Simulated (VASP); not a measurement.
Write the native input for VASP 6.6.1 that does the following.

```yaml
Task: single point
Functional: r2SCAN
Potentials_or_basis: VASP PAW PBE potentials, release 64 (Ga_d, N_h)
Cutoff: 1460 eV
k_mesh: 10 × 10 × 10
Occupations: gaussian, width 0.05 eV
Spin: no spin polarisation
Dipole_correction: no
Further_INCAR_settings: ALGO = Normal; EDIFF = 1e-06; NBANDS = 16
```

GaN:

```
CELL_PARAMETERS angstrom
0.00000 2.24894 2.24894
2.24894 0.00000 2.24894
2.24894 2.24894 0.00000
ATOMIC_POSITIONS crystal
Ga 0.00000 0.00000 0.00000
N 0.78851 0.73716 0.73716
```

This cell differs from its parent crystal: all N atoms moved -0.100 Å, as atom 2 towards its neighbour atom 1 (Ga) at 1.948 Å.

One way to write it, as run:

POSCAR

```
GaN
1.0
    0.0000000000      2.2489367673      2.2489367673
    2.2489367673      0.0000000000      2.2489367673
    2.2489367673      2.2489367673      0.0000000000
Ga N
1 1
Direct
    0.0000000000      0.0000000000      0.0000000000
    0.7885082149      0.7371639284      0.7371639284
```

INCAR.step1

```
SYSTEM = GaN
PREC     = Accurate       ! precision mode
ENCUT    = 1460           ! plane-wave cutoff, eV
ISMEAR   = 0              ! smearing method
SIGMA    = 0.05           ! smearing width, eV
LREAL    = .False.        ! projectors in reciprocal space
LASPH    = .True.         ! aspherical terms in the spheres
NELM     = 120            ! most SCF steps
NBANDS   = 16             ! bands
GGA      = PE             ! functional
ALGO     = Normal         ! electronic algorithm
EDIFF    = 1E-5           ! SCF threshold, eV
LWAVE    = .True.         ! write WAVECAR
LCHARG   = .False.        ! write CHGCAR
GGA_COMPAT= .False.
```

INCAR.step2

```
SYSTEM = GaN
PREC     = Accurate       ! precision mode
ENCUT    = 1460           ! plane-wave cutoff, eV
EDIFF    = 1E-6           ! SCF threshold, eV
ISMEAR   = 0              ! smearing method
SIGMA    = 0.05           ! smearing width, eV
LREAL    = .False.        ! projectors in reciprocal space
LASPH    = .True.         ! aspherical terms in the spheres
NELM     = 120            ! most SCF steps
ALGO     = Normal         ! electronic algorithm
ISIF     = 2              ! what is computed and relaxed
LWAVE    = .False.        ! write WAVECAR
LCHARG   = .False.        ! write CHGCAR
METAGGA  = R2SCAN         ! meta-GGA
LMIXTAU  = .True.       
NBANDS   = 16             ! bands
ISTART   = 1            
GGA_COMPAT= .False.
```

KPOINTS

```
Automatic mesh
0
Gamma
  10 10 10
  0 0 0
```

Potentials or basis: VASP PAW PBE potentials, release 64 (Ga_d, N_h).

The run is started by

```sh
$ cat potpaw_PBE.64/Ga_d/POTCAR potpaw_PBE.64/N_h/POTCAR > POTCAR
$ cp INCAR.step1 INCAR
$ mpirun -np 1 vasp_std > vasp.out
$ cp INCAR.step2 INCAR
$ mpirun -np 1 vasp_std > vasp.out
```

It gave:

* Pressure: 2.0 GPa
* Largest force: 1.007 eV/Å
* Band gap on the k mesh: 1.98 eV

Caveat: the cell differs from its parent crystal (all N atoms moved -0.100 Å, as atom 2 towards its neighbour atom 1 (Ga) at 1.948 Å); the PAW data sets were made with another functional, which shifts forces and pressure a little.

It took 9.7 min on 1 thread of Intel(R) Xeon(R) 6975P-C (Granite Rapids), with other jobs on the host, peak memory 0.4 GiB.
